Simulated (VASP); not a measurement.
# Ti5Al15H (a cell with a defect) in VASP: single point with PBE

Aim: the single point of Ti5Al15H (a cell with a defect) with PBE.

Everything below comes from runs of VASP 6.6.1. Logs are shortened: lines on timing, memory, paths and dates and some standing lists are left out, and cuts for length are marked.

**1. The cell of the first run**

The cell holds a defect, 21 atoms: a = 7.454 Å, b = 7.454 Å, c = 7.454 Å, α = 109.32°, β = 109.55°, γ = 109.55°.

**2. Single point, PBE**

The input, INCAR:

```
SYSTEM = Ti5Al15H
PREC = Accurate
ENCUT = 400
EDIFF = 1E-6
ISMEAR = 0
SIGMA = 0.1
LREAL = .False.
LASPH = .True.
NELM = 120
ALGO = Normal
ISIF = 2
LWAVE = .False.
LCHARG = .False.
GGA = PE
NBANDS = 69
GGA_COMPAT = .False.
```

The input, KPOINTS:

```
Automatic mesh
0
Gamma
  4 4 4
  0.5 0.5 0.5
```

The input, POSCAR:

```
Ti5Al15H
1.0
   -5.7680202880     -1.9226734293      4.3114047964
   -1.9226734293      5.7680202880     -4.3114047964
    1.9226734293     -5.7680202880     -4.3114047964
Ti Al H
5 15 1
Direct
    0.8012406977      0.2009918028      0.6010766993
    0.3986103351      0.6023547575      0.8007402421
    0.5990352716      0.3985922427      0.1992872572
    0.2010754370      0.8002864245      0.4004214301
    1.0014610233      1.0001628334      1.0014420418
    0.4009294497      0.1041006819      0.3044306984
   -0.0015093567      0.4978422842      0.4966049446
    0.1999917376      0.3048388519      0.9038934716
    0.7980570057      0.7046826024      0.1058019072
    0.6021440679      0.9010061555      0.7016380287
    0.7056082324      0.0532753462      0.1557569206
    0.3004215855      0.4496682039      0.3514189655
    0.5087078674      0.2584818106      0.7517305785
    0.0828949407      0.6407269015      0.9537741880
    0.9015970022      0.8505372018      0.5512475818
    0.5017569210      0.7498714154      0.2573265632
    0.1034171987      0.1512041679      0.4543760385
    0.3024128753      0.9661159664      0.8444939600
    0.8985318430      0.3445893498      0.0529911556
    0.7028418240      0.5540341125      0.6490569578
    0.3240959648      0.7818786611      0.9444268584
```

Potentials or basis: VASP PAW PBE potentials, release 64 (Ti_sv, Al, H).

The run is started by

```console
$ cat potpaw_PBE.64/Ti_sv/POTCAR potpaw_PBE.64/Al/POTCAR potpaw_PBE.64/H/POTCAR > POTCAR
$ mpirun -np 1 vasp_std > vasp.out
```

OUTCAR:

```text
SYSTEM = Ti5Al15H
   PREC = Accurate
   ENCUT = 400
   EDIFF = 1E-6
   ISMEAR = 0
   LREAL = .False.
   LASPH = .True.
   NELM = 120
   ISIF = 2
   GGA = PE

 ion  position               nearest neighbor table
   1  0.801  0.201  0.601-   8 2.71   7 2.72  10 2.72   6 2.72  14 2.84  13 2.85  11 2.87  16 2.88
                            17 2.89  15 2.89  20 2.90  19 2.91
   2  0.399  0.602  0.801-  21 1.79  10 2.72   7 2.72   8 2.72   9 2.72  17 2.88  12 2.89  13 2.89
                            11 2.91  20 2.92  16 2.93  18 2.97  14 2.99
   3  0.599  0.399  0.199-   7 2.71   6 2.71   9 2.71   8 2.72  18 2.82  20 2.88  19 2.88  16 2.88
                            11 2.89  12 2.89  13 2.90  15 2.90
   4  0.201  0.800  0.400-   6 2.72   7 2.72  10 2.73   9 2.73  14 2.83  18 2.84  16 2.86  17 2.88
                            15 2.89  12 2.89  19 2.91  13 2.93
   5  0.001  0.000  0.001-   6 2.71  10 2.72   8 2.73   9 2.73  19 2.86  20 2.88  14 2.88  11 2.88
                            12 2.89  15 2.89  18 2.90  17 2.90
   6  0.401  0.104  0.304-   3 2.71   5 2.71   4 2.72   1 2.72  13 2.85  12 2.86  17 2.87  20 2.88
                            11 2.92  16 2.92  14 2.96  18 2.97
   7  0.998  0.498  0.497-   3 2.71   4 2.72   1 2.72   2 2.72  19 2.84  11 2.84  12 2.88  20 2.88
                            15 2.89  17 2.89  18 2.97  14 2.98
   8  0.200  0.305  0.904-   1 2.71   3 2.72   2 2.72   5 2.73  18 2.82  14 2.87  12 2.87  16 2.87
                            19 2.88  17 2.89  15 2.91  13 2.95
   9  0.798  0.705  0.106-   3 2.71   2 2.72   5 2.73   4 2.73  14 2.82  11 2.84  15 2.85  16 2.86
                            17 2.87  13 2.87  20 2.95  19 2.96
  10  0.602  0.901  0.702-   2 2.72   5 2.72   1 2.72   4 2.73  16 2.85  19 2.86  20 2.87  18 2.89
                            15 2.89  12 2.90  11 2.91  13 2.91
  11  0.706  0.053  0.156-  19 2.67  17 2.71  16 2.76  18 2.80   7 2.84   9 2.84   1 2.87   5 2.88
                             3 2.89   2 2.91  10 2.91   6 2.92
  12  0.300  0.450  0.351-  16 2.69  19 2.71  20 2.71  17 2.72   6 2.86   8 2.87   7 2.88   5 2.89
                             2 2.89   3 2.89   4 2.89  10 2.90
  13  0.509  0.258  0.752-  18 2.66  20 2.69  19 2.71  17 2.72   6 2.85   1 2.85   9 2.87   2 2.89
                             3 2.90  10 2.91   4 2.93   8 2.95
  14  0.083  0.641  0.954-  21 1.79  19 2.65  20 2.66  16 2.81   9 2.82   4 2.83   1 2.84   8 2.87
                             5 2.88  18 2.96   6 2.96   7 2.98   2 2.99
  15  0.902  0.851  0.551-  18 2.67  20 2.68  16 2.70  17 2.71   9 2.85  10 2.89   4 2.89   5 2.89
                             7 2.89   1 2.89   3 2.90   8 2.91
  16  0.502  0.750  0.257-  12 2.69  15 2.70  11 2.76  14 2.81  10 2.85   9 2.86   4 2.86   8 2.87
                             3 2.88   1 2.88   6 2.92   2 2.93
  17  0.103  0.151  0.454-  11 2.71  15 2.71  12 2.72  13 2.72   6 2.87   9 2.87   4 2.88   2 2.88
                             1 2.89   8 2.89   7 2.89   5 2.90
  18  0.302  0.966  0.844-  21 1.79  13 2.66  15 2.67  11 2.80   8 2.82   3 2.82   4 2.84  10 2.89
                             5 2.90  14 2.96   6 2.97   7 2.97   2 2.97
  19  0.899  0.345  0.053-  14 2.65  11 2.67  13 2.71  12 2.71   7 2.84  10 2.86   5 2.86   8 2.88
                             3 2.88   4 2.91   1 2.91   9 2.96
  20  0.703  0.554  0.649-  14 2.66  15 2.68  13 2.69  12 2.71  10 2.87   5 2.88   3 2.88   6 2.88
                             7 2.88   1 2.90   2 2.92   9 2.95
  21  0.324  0.782  0.944-   2 1.79  14 1.79  18 1.79

  LATTYP: Found a body centered tetragonal cell.
 ALAT       =     8.5984569730
 C/A-ratio  =     1.0028322081

  Lattice vectors:

 A1 = (   1.9226734293,  -5.7680202880,   4.3114047964)
 A2 = (  -1.9226734293,   5.7680202880,   4.3114047964)
 A3 = (  -5.7680202880,  -1.9226734293,  -4.3114047964)

Analysis of symmetry for initial positions (statically):
=====================================================================
 Subroutine PRICEL returns:
 Original cell was already a primitive cell.

 Routine SETGRP: Setting up the symmetry group for a
 body centered tetragonal supercell.

 Subroutine GETGRP returns: Found  1 space group operations
 (whereof  1 operations were pure point group operations)
 out of a pool of 16 trial point group operations.

The static configuration has the point symmetry C_1 .

Analysis of symmetry for dynamics (positions and initial velocities):
=====================================================================
 Subroutine PRICEL returns:
 Original cell was already a primitive cell.

 Routine SETGRP: Setting up the symmetry group for a
 body centered tetragonal supercell.

 Subroutine GETGRP returns: Found  1 space group operations
 (whereof  1 operations were pure point group operations)
 out of a pool of 16 trial point group operations.

The dynamic configuration has the point symmetry C_1 .

 Subroutine INISYM returns: Found  1 space group operations
 (whereof  1 operations are pure point group operations),
 and found     1 'primitive' translations

----------------------------------------------------------------------------------------

                                     Primitive cell

  volume of cell :     318.7571

  direct lattice vectors                    reciprocal lattice vectors
    -5.768020288 -1.922673429  4.311404796    -0.156032738 -0.052010913  0.000000000
    -1.922673429  5.768020288 -4.311404796    -0.104021826  0.052010913 -0.115971481
     1.922673429 -5.768020288 -4.311404796    -0.052010913 -0.104021826 -0.115971481

  length of vectors
     7.453518798  7.453518798  7.453518798     0.164472948  0.164240859  0.164240859

  position of ions in fractional coordinates (direct lattice)
     0.801240698  0.200991803  0.601076699
     0.398610335  0.602354758  0.800740242
     0.599035272  0.398592243  0.199287257
     0.201075437  0.800286425  0.400421430
     0.001461023  0.000162833  0.001442042
     0.400929450  0.104100682  0.304430698
[... 13 lines left out ...]
     0.702841824  0.554034112  0.649056958
     0.324095965  0.781878661  0.944426858

  ion indices of the primitive-cell ions
   primitive index   ion index
                 1           1
                 2           2
                 3           3
                 4           4
                 5           5
                 6           6
[... 13 lines left out ...]
                20          20
                21          21

----------------------------------------------------------------------------------------

 KPOINTS: Automatic mesh

Automatic generation of k-mesh.
 Grid dimensions read from file:
 generate k-points for:    4    4    4

 Generating k-lattice:

  Cartesian coordinates                     Fractional coordinates (reciprocal lattice)
    -0.039008185 -0.013002728  0.000000000     0.250000000  0.000000000 -0.000000000
    -0.026005456  0.013002728 -0.028992870     0.000000000  0.250000000  0.000000000
    -0.013002728 -0.026005456 -0.028992870     0.000000000 -0.000000000  0.250000000

  Length of vectors
     0.041118237  0.041060215  0.041060215

  Shift w.r.t. Gamma in fractional coordinates (k-lattice)
     0.500000000  0.500000000  0.500000000

 Subroutine IBZKPT returns following result:
 ===========================================

 Found     32 irreducible k-points:

 Following reciprocal coordinates:
            Coordinates               Weight
  0.125000  0.125000  0.125000      2.000000
 -0.125000 -0.125000  0.375000      2.000000
 -0.375000  0.125000  0.125000      2.000000
 -0.125000  0.375000 -0.125000      2.000000
  0.375000  0.125000  0.125000      2.000000
 -0.125000 -0.375000 -0.375000      2.000000
[... 16 lines left out ...]
  0.375000  0.375000  0.375000      2.000000
  0.125000 -0.125000  0.125000      2.000000
 [... further k-points ...]
   k-points           NKPTS =     32   k-points in BZ     NKDIM =     32   number of bands    NBANDS=     69
   number of dos      NEDOS =    301   number of ions     NIONS =     21
   total plane-waves  NPLWV = 125000
   dimension x,y,z NGX =    50 NGY =   50 NGZ =   50
   dimension x,y,z NGXF=   100 NGYF=  100 NGZF=  100
   ions per type =               5  15   1
   NGX,Y,Z   is equivalent  to a cutoff of  11.15, 11.15, 11.15 a.u.
   NGXF,Y,Z  is equivalent  to a cutoff of  22.30, 22.30, 22.30 a.u.
 SYSTEM =  Ti5Al15H
   PREC   = accura    normal or accurate (medium, high low for compatibility)
   ISTART =      0    job   : 0-new  1-cont  2-samecut
   ICHARG =      2    charge: 1-file 2-atom 10-const
   ISPIN  =      1    spin polarized calculation?
   LNONCOLLINEAR =      F non collinear calculations
   LSORBIT =      F    spin-orbit coupling
   LASPH  =      T    aspherical Exc in radial PAW
   ENCUT  =  400.0 eV  29.40 Ry    5.42 a.u.  12.15 12.15 12.15*2*pi/ulx,y,z
   NELM   =    120;   NELMIN=  2; NELMDL= -5     # of ELM steps
   EDIFF  = 0.1E-05   stopping-criterion for ELM
   LREAL  =      F    real-space projection
   EDIFFG = 0.1E-04   stopping-criterion for IOM
   NSW    =      0    number of steps for IOM
   IBRION =     -1    ionic relax: 0-MD 1-quasi-New 2-CG
   NFREE  =      0    steps in history (QN), initial steepest desc. (CG)
   ISIF   =      2    stress and relaxation
   ISYM   =      2    0-nonsym 1-usesym 2-fastsym
   POTIM  = 0.5000    time-step for ionic-motion
   TEBEG  =    0.0;   TEEND  =   0.0 temperature during run
   PSTRESS=    0.0 pullay stress
   NELECT =     106.0000    total number of electrons
   NUPDOWN=      -1.0000    fix difference up-down
   EMIN   =  10.00;   EMAX   =-10.00  energy-range for DOS
   EFERMI =   0.00;   METHOD = LEGACY
   ISMEAR =     0;   SIGMA  =   0.10  broadening in eV -4-tet -1-fermi 0-gaus
   EFERMI_NEDOS =   21; number of points for ismear=-14 and -15
   IALGO  =     38    algorithm
   IMIX   =      4    mixing-type and parameters
     AMIX     =   0.40;   BMIX     =  1.00
     AMIX_MAG =   1.60;   BMIX_MAG =  1.00
  volume/ion in A,a.u.               =      15.18       102.43
  Fermi-wavevector in a.u.,A,eV,Ry     =   1.134201  2.143330 17.502708  1.286413
  Thomas-Fermi vector in A             =   2.270905
   LORBIT       =      0    0 simple, 1 ext, 2 COOP (PROOUT), +10 PAW based schemes
   GGA     = PE    functional components
   LHFCALC =     F    Hartree Fock is set to
   AEXX    =    0.0000 exact exchange contribution
   IVDW    =     0    specifies the selected vdW correction
   LEPSILON=     F    determine dielectric tensor
   LRPA    =     F    only Hartree local field effects (RPA)
 non-spin polarized calculation
 Gauss-broadening in eV      SIGMA  =   0.10
  energy-cutoff  :      400.00
  volume of cell :      318.76
 maximum number of plane-waves:      5800
 NGX is ok and might be reduce to    50
   NGX = 25   NGY = 25   NGZ = 25

 number of electron     106.0000027 magnetization

 Free energy of the ion-electron system (eV)
  ---------------------------------------------------
  ext. energy  EPLUGINS =         0.00000000
  ---------------------------------------------------
  free energy    TOTEN  =      -106.38034722 eV

  energy without entropy =     -106.34239251  energy(sigma->0) =     -106.36136986

 E-fermi :   8.3132     XC(G=0): -10.7507

 val. band max:        8.3119422026   @ k =  -0.1250  -0.1250   0.1250
 cond. band min:       8.3261474008   @ k =  -0.1250   0.3750   0.3750
 fundamental gap:      0.0142051982
 Fermi energy:         8.3131981500

 k-point     1 :       0.1250    0.1250    0.1250
  band No.  band energies     occupation
      1     -48.2443      2.00000
      2     -48.2134      2.00000
      3     -48.2111      2.00000
      4     -48.2070      2.00000
      5     -48.2025      2.00000
      6     -24.5835      2.00000
[... 1621 lines left out ...]
     64      10.0936      0.00000
     65      10.1566      0.00000

 [... further k-points ...]

 [bands above 65 left out]

------------------------ aborting loop because EDIFF is reached ----------------------------------------

  FORCE on cell =-STRESS in cart. coord.  units (eV):
  Direction    XX          YY          ZZ          XY          YZ          ZX
  --------------------------------------------------------------------------------------
  -------------------------------------------------------------------------------------
  Total        1.9525476      2.0228262      0.2615084     -0.5878605     -0.1786280     -0.1966513
  in kB        9.8141429     10.1673860      1.3144268     -2.9547789     -0.8978430     -0.9884339
  external PRESSURE =       7.0986519 kB  Pullay stress =       0.0000000 kB

 VOLUME and BASIS-vectors are now :
 -----------------------------------------------------------------------------
  energy-cutoff  :      400.00
  volume of cell :      318.76
      direct lattice vectors                 reciprocal lattice vectors
    -5.768020288 -1.922673429  4.311404796    -0.156032738 -0.052010913  0.000000000
    -1.922673429  5.768020288 -4.311404796    -0.104021826  0.052010913 -0.115971481
     1.922673429 -5.768020288 -4.311404796    -0.052010913 -0.104021826 -0.115971481

 POSITION                                       TOTAL-FORCE (eV/Angst)
 -----------------------------------------------------------------------------------
     -3.85234     -3.84822     -0.00357         0.013928      0.021262      0.001638
     -1.91776     -1.91069     -4.33074        -0.010632     -0.011287      0.067144
     -3.83845     -0.00215      0.00498         0.019376      0.012636      0.006276
     -1.92862      1.91983     -4.30982         0.014536      0.014203      0.002667
     -0.00597     -0.01019     -0.00062         0.019264      0.021267     -0.002187
     -1.92740     -1.92636     -0.03278         0.020159      0.018094     -0.011616
[... 13 lines left out ...]
     -3.87131     -1.89943     -2.15678         0.032799      0.013858      0.000116
     -1.55687     -1.56071     -6.04549        -0.301189     -0.300078      0.007968
 -----------------------------------------------------------------------------------
    total drift:                                0.000087      0.000173     -0.000094

  FREE ENERGIE OF THE ION-ELECTRON SYSTEM (eV)
  ---------------------------------------------------
  free  energy   TOTEN  =      -106.3803472158 eV

  energy  without entropy=     -106.3423925092  energy(sigma->0) =     -106.36136986
```

Wall time 7.5 min (1 thread of AMD EPYC 9R45 (Zen 5), shared host); peak memory 0.53 GiB.

What came out:

```yaml
Free_energy: -106.3803 eV
Pressure: 0.7 GPa
Largest_force: 0.425 eV/Å
Band_gap_on_the_k_mesh: zero (bands 53 and 54 overlap by 0.44 eV)
```

Forces on the atoms (eV/Å):
```
Ti   0.014  0.021  0.002
Ti  -0.011 -0.011  0.067
Ti   0.019  0.013  0.006
Ti   0.015  0.014  0.003
Ti   0.019  0.021 -0.002
Al   0.020  0.018 -0.012
Al   0.007  0.013 -0.020
Al   0.017  0.019 -0.015
Al   0.014  0.009 -0.001
Al   0.018  0.017 -0.025
Al  -0.015  0.024 -0.004
Al   0.019  0.014 -0.001
Al   0.044 -0.022  0.006
Al  -0.045  0.103  0.006
Al   0.024  0.017 -0.004
Al   0.014  0.001 -0.001
Al   0.015  0.003  0.002
Al   0.104 -0.039 -0.004
Al  -0.025  0.050 -0.011
Al   0.033  0.014  0.000
H   -0.301 -0.300  0.008
```
